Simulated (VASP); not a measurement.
# Ca (Im-3m) in VASP: further runs

Runs on Ca. Level: PBE. Tasks: single point, relaxation of cell and atoms.

Program: VASP 6.6.1. These are calculated values, not measurements. Logs are shortened: lines on timing, memory, paths and dates and some standing lists are left out, and cuts for length are marked.

**1. The cell of the first run**

It takes space group Im-3m (No. 229, cubic). The conventional cell has a = 4.384 Å, b = 4.384 Å, c = 4.384 Å, α = 90.00°, β = 90.00°, γ = 90.00°. Ca (site symmetry m-3m) has 14 Ca at 3.80 to 4.38 Å within 5.0 Å.

This isn't the form of Ca at room conditions, which is fcc.

**2. Single point, PBE**

Input file INCAR:

```
PREC = Accurate ; ENCUT = 520
EDIFF = 1E-6 ; ISMEAR = -1
SIGMA = 0.1 ; LREAL = False
LASPH = True ; NELM = 100
ALGO = Normal ; ISIF = 2
LWAVE = False ; LCHARG = True
GGA = PE ; LELF = True
LVHAR = True ; NBANDS = 11
```

Input file KPOINTS:

```
regular mesh
0
Gamma
  10 10 10
```

Input file POSCAR:

```
Ca
1.0
   -2.1921997140      2.1921997140      2.1921997140
    2.1921997140     -2.1921997140      2.1921997140
    2.1921997140      2.1921997140     -2.1921997140
Ca
1
Direct
    0.0000000000      0.0000000000      0.0000000000
```

Potentials or basis: VASP PAW PBE potentials, release 64 (Ca_sv).

Started as:

```bash
$ cat potpaw_PBE.64/Ca_sv/POTCAR > POTCAR
$ mpirun -np 1 vasp_std > vasp.out
```

OUTCAR:

```text
PREC = Accurate
   ENCUT = 520
   EDIFF = 1E-6
   ISMEAR = -1
   LREAL = False
   LASPH = True
   NELM = 100
   ISIF = 2
   GGA = PE

 ion  position               nearest neighbor table
   1  0.000  0.000  0.000-

  LATTYP: Found a body centered cubic cell.
 ALAT       =     4.3843994280

  Lattice vectors:

 A1 = (  -2.1921997140,   2.1921997140,   2.1921997140)
 A2 = (   2.1921997140,  -2.1921997140,   2.1921997140)
 A3 = (   2.1921997140,   2.1921997140,  -2.1921997140)

Analysis of symmetry for initial positions (statically):
=====================================================================
 Subroutine PRICEL returns:
 Original cell was already a primitive cell.

 Routine SETGRP: Setting up the symmetry group for a
 body centered cubic supercell.

 Subroutine GETGRP returns: Found 48 space group operations
 (whereof 48 operations were pure point group operations)
 out of a pool of 48 trial point group operations.

The static configuration has the point symmetry O_h .

Analysis of symmetry for dynamics (positions and initial velocities):
=====================================================================
 Subroutine PRICEL returns:
 Original cell was already a primitive cell.

 Routine SETGRP: Setting up the symmetry group for a
 body centered cubic supercell.

 Subroutine GETGRP returns: Found 48 space group operations
 (whereof 48 operations were pure point group operations)
 out of a pool of 48 trial point group operations.

The dynamic configuration has the point symmetry O_h .

 Subroutine INISYM returns: Found 48 space group operations
 (whereof 48 operations are pure point group operations),
 and found     1 'primitive' translations

----------------------------------------------------------------------------------------

                                     Primitive cell

  volume of cell :      42.1406

  direct lattice vectors                    reciprocal lattice vectors
    -2.192199714  2.192199714  2.192199714     0.000000000  0.228081409  0.228081409
     2.192199714 -2.192199714  2.192199714     0.228081409  0.000000000  0.228081409
     2.192199714  2.192199714 -2.192199714     0.228081409  0.228081409  0.000000000

  length of vectors
     3.797001285  3.797001285  3.797001285     0.322555822  0.322555822  0.322555822

  position of ions in fractional coordinates (direct lattice)
     0.000000000  0.000000000  0.000000000

  ion indices of the primitive-cell ions
   primitive index   ion index
                 1           1

----------------------------------------------------------------------------------------

 KPOINTS: regular mesh

Automatic generation of k-mesh.
 Grid dimensions read from file:
 generate k-points for:   10   10   10

 Generating k-lattice:

  Cartesian coordinates                     Fractional coordinates (reciprocal lattice)
     0.000000000  0.022808141  0.022808141     0.100000000  0.000000000  0.000000000
     0.022808141  0.000000000  0.022808141     0.000000000  0.100000000  0.000000000
     0.022808141  0.022808141  0.000000000     0.000000000  0.000000000  0.100000000

  Length of vectors
     0.032255582  0.032255582  0.032255582

  Shift w.r.t. Gamma in fractional coordinates (k-lattice)
     0.000000000  0.000000000  0.000000000

 Subroutine IBZKPT returns following result:
 ===========================================

 Found     47 irreducible k-points:

 Following reciprocal coordinates:
            Coordinates               Weight
  0.000000  0.000000  0.000000      1.000000
  0.100000  0.000000  0.000000     12.000000
  0.200000  0.000000  0.000000     12.000000
  0.300000  0.000000  0.000000     12.000000
  0.400000  0.000000  0.000000     12.000000
  0.500000  0.000000  0.000000      6.000000
[... 16 lines left out ...]
  0.300000  0.300000  0.100000      8.000000
 -0.300000  0.300000  0.100000     24.000000
 [... further k-points ...]
   k-points           NKPTS =     47   k-points in BZ     NKDIM =     47   number of bands    NBANDS=     11
   number of dos      NEDOS =    301   number of ions     NIONS =      1
   total plane-waves  NPLWV =  21952
   dimension x,y,z NGX =    28 NGY =   28 NGZ =   28
   dimension x,y,z NGXF=    56 NGYF=   56 NGZF=   56
   ions per type =               1
   NGX,Y,Z   is equivalent  to a cutoff of  12.26, 12.26, 12.26 a.u.
   NGXF,Y,Z  is equivalent  to a cutoff of  24.52, 24.52, 24.52 a.u.
 SYSTEM =  unknown system
   PREC   = accura    normal or accurate (medium, high low for compatibility)
   ISTART =      0    job   : 0-new  1-cont  2-samecut
   ICHARG =      2    charge: 1-file 2-atom 10-const
   ISPIN  =      1    spin polarized calculation?
   LNONCOLLINEAR =      F non collinear calculations
   LSORBIT =      F    spin-orbit coupling
   LASPH  =      T    aspherical Exc in radial PAW
   ENCUT  =  520.0 eV  38.22 Ry    6.18 a.u.   7.06  7.06  7.06*2*pi/ulx,y,z
   NELM   =    100;   NELMIN=  2; NELMDL= -5     # of ELM steps
   EDIFF  = 0.1E-05   stopping-criterion for ELM
   LREAL  =      F    real-space projection
   EDIFFG = 0.1E-04   stopping-criterion for IOM
   NSW    =      0    number of steps for IOM
   IBRION =     -1    ionic relax: 0-MD 1-quasi-New 2-CG
   NFREE  =      0    steps in history (QN), initial steepest desc. (CG)
   ISIF   =      2    stress and relaxation
   ISYM   =      2    0-nonsym 1-usesym 2-fastsym
   POTIM  = 0.5000    time-step for ionic-motion
   TEBEG  =    0.0;   TEEND  =   0.0 temperature during run
   PSTRESS=    0.0 pullay stress
   NELECT =      10.0000    total number of electrons
   NUPDOWN=      -1.0000    fix difference up-down
   EMIN   =  10.00;   EMAX   =-10.00  energy-range for DOS
   EFERMI =   0.00;   METHOD = LEGACY
   ISMEAR =    -1;   SIGMA  =   0.10  broadening in eV -4-tet -1-fermi 0-gaus
   EFERMI_NEDOS =   21; number of points for ismear=-14 and -15
   IALGO  =     38    algorithm
   IMIX   =      4    mixing-type and parameters
     AMIX     =   0.40;   BMIX     =  1.00
     AMIX_MAG =   1.60;   BMIX_MAG =  1.00
  volume/ion in A,a.u.               =      42.14       284.38
  Fermi-wavevector in a.u.,A,eV,Ry     =   1.013541  1.915315 13.976798  1.027266
  Thomas-Fermi vector in A             =   2.146716
   LORBIT       =      0    0 simple, 1 ext, 2 COOP (PROOUT), +10 PAW based schemes
   GGA     = PE    functional components
   LHFCALC =     F    Hartree Fock is set to
   AEXX    =    0.0000 exact exchange contribution
   IVDW    =     0    specifies the selected vdW correction
   LEPSILON=     F    determine dielectric tensor
   LRPA    =     F    only Hartree local field effects (RPA)
 non-spin polarized calculation
  energy-cutoff  :      520.00
  volume of cell :       42.14
 maximum number of plane-waves:      1157
   NGX = 15   NGY = 15   NGZ = 15

 number of electron      10.0000002 magnetization

 Free energy of the ion-electron system (eV)
  ---------------------------------------------------
  ext. energy  EPLUGINS =         0.00000000
  ---------------------------------------------------
  free energy    TOTEN  =        -1.93943920 eV

  energy without entropy =       -1.89285544  energy(sigma->0) =       -1.91614732

 E-fermi :   1.9990     XC(G=0):  -7.7385

 val. band max:        1.9893734533   @ k =   0.5000   0.0000   0.0000
 cond. band min:       2.0066257331   @ k =  -0.4000  -0.4000   0.1000
 fundamental gap:      0.0172522797
 Fermi energy:         1.9989628970

 k-point     1 :       0.0000    0.0000    0.0000
  band No.  band energies     occupation
      1     -40.0372      2.00000
      2     -20.9529      2.00000
      3     -20.9529      2.00000
      4     -20.9529      2.00000
      5      -2.0572      2.00000
      6       4.3146      0.00000
      7       4.3146      0.00000
      8       4.3146      0.00000
      9       5.3703      0.00000
     10       5.3703      0.00000
     11      12.2219      0.00000

 k-point     2 :       0.1000    0.0000    0.0000
  band No.  band energies     occupation
      1     -40.0357      2.00000
      2     -20.9666      2.00000
      3     -20.9575      2.00000
      4     -20.9529      2.00000
      5      -1.8765      2.00000
      6       4.2039      0.00000
      7       4.2372      0.00000
      8       4.4510      0.00000
      9       5.2492      0.00000
     10       5.3740      0.00000
     11      11.9688      0.00000

 k-point     3 :       0.2000    0.0000    0.0000
  band No.  band energies     occupation
      1     -40.0320      2.00000
      2     -21.0023      2.00000
      3     -20.9694      2.00000
      4     -20.9528      2.00000
      5      -1.3526      2.00000
      6       3.8675      0.00000
      7       3.9371      0.00000
      8       4.8443      0.00000
      9       5.1577      0.00000
     10       5.4027      0.00000
     11      10.7084      0.00000

 k-point     4 :       0.3000    0.0000    0.0000
  band No.  band energies     occupation
      1     -40.0274      2.00000
      2     -21.0459      2.00000
      3     -20.9841      2.00000
      4     -20.9528      2.00000
      5      -0.5447      2.00000
      6       3.2404      0.00001
      7       3.6441      0.00000
      8       5.2350      0.00000
      9       5.4373      0.00000
     10       5.4812      0.00000
     11       9.0522      0.00000

 k-point     5 :       0.4000    0.0000    0.0000
  band No.  band energies     occupation
      1     -40.0236      2.00000
      2     -21.0807      2.00000
      3     -20.9959      2.00000
      4     -20.9527      2.00000
      5       0.4222      2.00000
      6       2.5360      0.00926
      7       3.4298      0.00000
      8       5.2899      0.00000
      9       5.5897      0.00000
     10       6.0804      0.00000
     11       7.8223      0.00000
[... 211 lines left out ...]
 k-point    21 :       0.3000    0.2000    0.1000
  band No.  band energies     occupation
      1     -40.0217      2.00000
      2     -21.0642      2.00000
      3     -21.0155      2.00000
      4     -20.9775      2.00000
      5       1.5398      1.97994
      6       2.3275      0.07217
      7       2.8208      0.00054
      8       5.5096      0.00000
      9       5.6489      0.00000
     10       6.6300      0.00000
     11       6.9332      0.00000

 k-point    22 :      -0.2000    0.2000    0.1000
  band No.  band energies     occupation
      1     -40.0307      2.00000
      2     -21.0022      2.00000
      3     -20.9742      2.00000
      4     -20.9640      2.00000
      5      -1.1822      2.00000
      6       3.9185      0.00000
      7       4.0197      0.00000
      8       4.7116      0.00000
      9       4.8138      0.00000
     10       5.6017      0.00000
     11      10.7643      0.00000

 k-point    23 :       0.3000    0.3000    0.1000
  band No.  band energies     occupation
      1     -40.0212      2.00000
      2     -21.0413      2.00000
      3     -21.0413      2.00000
      4     -20.9820      2.00000
      5       2.2278      0.18414
      6       2.2278      0.18414
      7       2.4013      0.03517
      8       5.6206      0.00000
      9       5.6206      0.00000
     10       6.1598      0.00000
     11       7.5479      0.00000

 k-point    24 :      -0.3000    0.3000    0.1000
  band No.  band energies     occupation
      1     -40.0262      2.00000
      2     -21.0439      2.00000
      3     -20.9890      2.00000
      4     -20.9634      2.00000
      5      -0.3868      2.00000
      6       3.2680      0.00001
      7       3.7522      0.00000
      8       4.8320      0.00000
      9       5.4007      0.00000
     10       5.6280      0.00000
     11       9.0762      0.00000

 [... further k-points ...]

------------------------ aborting loop because EDIFF is reached ----------------------------------------

  FORCE on cell =-STRESS in cart. coord.  units (eV):
  Direction    XX          YY          ZZ          XY          YZ          ZX
  --------------------------------------------------------------------------------------
  -------------------------------------------------------------------------------------
  Total        0.0083037      0.0083037      0.0083037      0.0000000      0.0000000     -0.0000000
  in kB        0.3157070      0.3157070      0.3157070      0.0000000      0.0000000     -0.0000000
  external PRESSURE =       0.3157070 kB  Pullay stress =       0.0000000 kB

 VOLUME and BASIS-vectors are now :
 -----------------------------------------------------------------------------
  energy-cutoff  :      520.00
  volume of cell :       42.14
      direct lattice vectors                 reciprocal lattice vectors
    -2.192199714  2.192199714  2.192199714     0.000000000  0.228081409  0.228081409
     2.192199714 -2.192199714  2.192199714     0.228081409  0.000000000  0.228081409
     2.192199714  2.192199714 -2.192199714     0.228081409  0.228081409  0.000000000

 POSITION                                       TOTAL-FORCE (eV/Angst)
 -----------------------------------------------------------------------------------
      0.00000      0.00000      0.00000        -0.000000      0.000000      0.000000
 -----------------------------------------------------------------------------------
    total drift:                               -0.000000     -0.000000     -0.000000

  FREE ENERGIE OF THE ION-ELECTRON SYSTEM (eV)
  ---------------------------------------------------
  free  energy   TOTEN  =        -1.9394392041 eV

  energy  without entropy=       -1.8928554387  energy(sigma->0) =       -1.91614732
```

It took 9.6 s on 1 thread of Intel Xeon Platinum 8488C (Sapphire Rapids), shared host; peak memory 0.16 GiB.

What came out:

| Quantity | Value |
| --- | --- |
| Free energy | -1.9394 eV |
| Pressure | 0.0 GPa |
| Band gap on the k mesh | zero (bands 5 and 6 overlap by 0.24 eV) |

**3. Relaxation of cell and atoms, PBE**

This run uses another cell than the first one, of 43.63 Å³/atom.

Input file INCAR:

```
ALGO = Normal ; EDIFF = 1E-6
EDIFFG = -0.01 ; ENCUT = 600
GGA = PE ; IBRION = 2
ISIF = 3 ; ISMEAR = -1
LASPH = T ; LCHARG = F
LREAL = F ; LWAVE = F
NELM = 60 ; NSW = 80
PREC = Accurate ; SIGMA = 0.1
```

Input file KPOINTS:

```
k-points
0
Gamma
  10 10 10
```

Input file POSCAR:

```
Ca
1.0
   -2.2177580097      2.2177580097      2.2177580097
    2.2177580097     -2.2177580097      2.2177580097
    2.2177580097      2.2177580097     -2.2177580097
Ca
1
Direct
    0.0000000000      0.0000000000      0.0000000000
```

Potentials or basis: VASP PAW PBE potentials, release 64 (Ca_sv).

Started as:

```bash
$ cat potpaw_PBE.64/Ca_sv/POTCAR > POTCAR
$ mpirun -np 1 vasp_std > vasp.out
```

Wall time 22 s (1 thread of Intel Xeon Platinum 8488C (Sapphire Rapids), shared host); peak memory 0.19 GiB.

It converged, with:

| Property | Result |
| --- | --- |
| Free energy | -1.9395 eV |
| Relaxed volume | 42.18 Å³/atom |
| Relaxed cell | a = 3.798 Å, b = 3.798 Å, c = 3.798 Å, α = 109.47°, β = 109.47°, γ = 109.47° |
| Space group after relaxing (to 0.1 Å) | Im-3m (No. 229) |
| Energy gained by relaxing | 2.3 meV/atom |
| Ionic steps | 3 |
| Pressure after relaxing | 0.0 GPa |
| Band gap on the k mesh | zero (bands 5 and 6 overlap by 0.24 eV) |

Step by step:
```
step  energy change (eV)  largest force (eV/Å)  pressure (GPa)  volume (Å³)
   1              0.0000                0.0000           -0.54        43.63
   2             -0.0020                0.0000           -0.18        42.72
   3             -0.0023                0.0000            0.03        42.18
```

Final structure:
```
Ca
1.0
    -2.19282    2.19282    2.19282
     2.19282   -2.19282    2.19282
     2.19282    2.19282   -2.19282
Ca
1
Direct
  0.00000 0.00000 0.00000
```

Levels at points of the mesh, in eV from the Fermi level:
```tsv
k point	band 2	band 3	band 4	band 5	band 6	band 7	band 8	band 9
(0.00, 0.00, 0.00)	-22.95	-22.95	-22.95	-4.05	2.31	2.31	2.31	3.37
(0.50, 0.00, 0.00)	-23.09	-23.00	-22.95	-0.89	-0.01	1.35	3.27	3.64
(0.50, 0.50, 0.50)	-23.06	-23.06	-23.06	0.06	0.06	3.94	3.94	3.94
```

**4. Single point, PBE (37.08 Å³/atom)**

This run uses another cell than the first one, of 37.08 Å³/atom.

Input file INCAR:

```
SYSTEM = Ca
PREC     = Accurate       ! precision mode
ENCUT    = 520            ! plane-wave cutoff, eV
EDIFF    = 1E-6           ! SCF threshold, eV
ISMEAR   = -1             ! smearing method
SIGMA    = 0.1            ! smearing width, eV
LREAL    = .FALSE.        ! projectors in reciprocal space
LASPH    = .TRUE.         ! aspherical terms in the spheres
NELM     = 80             ! most SCF steps
ALGO     = Normal         ! electronic algorithm
ISIF     = 2              ! what is computed and relaxed
LWAVE    = .FALSE.        ! write WAVECAR
LCHARG   = .FALSE.        ! write CHGCAR
GGA      = PE             ! functional
NBANDS   = 11             ! bands
```

Input file KPOINTS:

```
Automatic mesh
0
G
  17 17 17
  0 0 0
```

Input file POSCAR:

```
Ca
1.0
   -2.1007498480      2.1007498480      2.1007498480
    2.1007498480     -2.1007498480      2.1007498480
    2.1007498480      2.1007498480     -2.1007498480
Ca
1
Direct
    0.0000000000      0.0000000000      0.0000000000
```

Started as:

```bash
$ cat potpaw_PBE.64/Ca_sv/POTCAR > POTCAR
$ mpirun -np 1 vasp_std > vasp.out
```

Run time: 26 s. Hardware: 1 thread of Intel Xeon Platinum 8488C (Sapphire Rapids), shared host; peak memory 0.2 GiB.

It converged, with:

```
Free energy            : -1.8987 eV
Pressure               : 2.6 GPa
Band gap on the k mesh : zero (bands 5 and 6 overlap by 0.35 eV)
```

Levels at points of the mesh, in eV from the Fermi level:
```tsv
k point	band 1	band 2	band 3	band 4	band 5	band 6	band 7	band 8	band 9	band 10
(0.00, 0.00, 0.00)	-41.73	-22.62	-22.62	-22.62	-4.28	2.50	2.50	2.50	3.70	3.70
```

**5. Summary**

```csv
task,cell,k mesh,cutoff (eV),gap on the mesh (eV),pressure (GPa)
single point,"a = 3.797 Å, angles 109.5°, 1 atom",10 × 10 × 10,520,none,0.0
relaxation of cell and atoms,"relaxed from a = 3.841 Å, angles 109.5°, 1 atom",10 × 10 × 10,600,none,0.0
single point,"a = 3.639 Å, angles 109.5°, 1 atom",17 × 17 × 17,520,none,2.6
```

Alike in all rows: level PBE; potentials or basis VASP PAW PBE potentials, release 64 (Ca_sv); no spin polarisation; smearing fermi-dirac 0.1 eV.

Absolute energies hang on the potentials; compare differences alone.
